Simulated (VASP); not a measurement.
# Sc: relaxation of cell and atoms with BLYP

The system is Sc.

```
CELL_PARAMETERS angstrom
0.00000 3.23174 3.23174
3.23174 0.00000 3.23174
3.23174 3.23174 0.00000
ATOMIC_POSITIONS crystal
Sc 0.12500 0.12500 0.12500
Sc 0.87500 0.87500 0.87500
```

This isn't the form of Sc at room conditions, which is hcp.

```
Program                : VASP 6.6.1
Task                   : relaxation of cell and atoms
Functional             : BLYP
Potentials or basis    : VASP PAW PBE potentials, release 64 (Sc_sv)
Cutoff                 : 600 eV
k mesh                 : 9 × 9 × 9
Occupations            : fermi-dirac, width 0.1 eV
Spin                   : no spin polarisation
Dipole correction      : no
Further INCAR settings : ALGO = Normal; EDIFF = 1e-06; IBRION = 2; EDIFFG = -0.01; NSW = 80; ISIF = 3
```

```
Relaxed volume                        : 40.59 Å³/atom
Relaxed cell                          : a = 4.860 Å, b = 4.860 Å, c = 4.860 Å, α = 60.00°, β = 60.00°, γ = 60.00°
Space group after relaxing (to 0.1 Å) : Fd-3m (No. 227)
Energy gained by relaxing             : 25.6 meV/atom
Ionic steps                           : 4
Pressure after relaxing               : 0.0 GPa
Band gap on the k mesh                : zero (bands 11 and 12 overlap by 0.65 eV)
```

The path:
```tsv
step	energy change (eV)	largest force (eV/Å)	pressure (GPa)	volume (Å³)
1	0.0000	0.0000	1.33	67.51
2	-0.0198	0.0000	0.96	70.28
3	-0.0499	0.0000	0.16	79.06
4	-0.0511	0.0000	0.00	81.18
```

Final structure:
```xyz
2
Lattice="0.0000 3.4367 3.4367 3.4367 0.0000 3.4367 3.4367 3.4367 0.0000" Properties=species:S:1:pos:R:3 pbc="T T T"
Sc    0.8592    0.8592    0.8592
Sc    6.0142    6.0142    6.0142
```

Levels at points of the mesh, in eV from the Fermi level:
```tsv
k point	band 9	band 10	band 11	band 12	band 13	band 14
(0.00, 0.00, 0.00)	-3.70	0.12	0.12	0.19	0.19	0.19
```

Run time: 2.2 min on 1 thread of Intel(R) Xeon(R) 6975P-C (Granite Rapids), with other jobs on the host, peak memory 0.26 GiB.

Caveat: the volume moved by over 15 % at a fixed basis, so the end points are rough; the PAW data sets were made with another functional, which shifts forces and pressure a little.
